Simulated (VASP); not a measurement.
Input of a VASP 6.6.1 run:

File INCAR:

```
  ALGO = Normal
  EDIFF = 1E-7
  ENCUT = 520
  GGA = PE
  ISIF = 2
  ISMEAR = 0
  LASPH = T
  LCHARG = T
  LELF = T
  LREAL = F
  LVHAR = T
  LWAVE = F
  NBANDS = 25
  NELM = 80
  PREC = Accurate
  SIGMA = 0.05
```

KPOINTS

```
k-points
0
Gamma
  6 6 6
```

POSCAR

```
LiCaF3
1.0
    3.7612440000      0.0000000000      0.0000000000
    0.0000000000      3.7612440000      0.0000000000
    0.0000000000      0.0000000000      3.7612440000
Li Ca F
1 1 3
Direct
    0.4812001885      0.4812001885      0.4468261033
    0.0000000000      0.0000000000      0.0000000000
    0.0000000000      0.5000000000      0.5000000000
    0.5000000000      0.5000000000      0.0000000000
    0.5000000000      0.0000000000      0.5000000000
```

Potentials or basis: VASP PAW PBE potentials, release 64 (Li_sv, Ca_sv, F).

Run with:

```console
$ cat potpaw_PBE.64/Li_sv/POTCAR potpaw_PBE.64/Ca_sv/POTCAR potpaw_PBE.64/F/POTCAR > POTCAR
$ mpirun -np 1 vasp_std > vasp.out
```

(1) Predict the band gap on the k mesh.

(2) Predict the largest force.

## Answers

(1) 6.44 eV, indirect (least direct gap 6.54 eV).

(2) 1.560 eV/Å.

Caveat: the cell differs from its parent crystal (atom 1 (Li) moved by (-0.100, -0.200) A along [1 1 0] and z); forces of over 1 eV/Å act on the atoms, so gaps and moduli don't describe the material at rest.
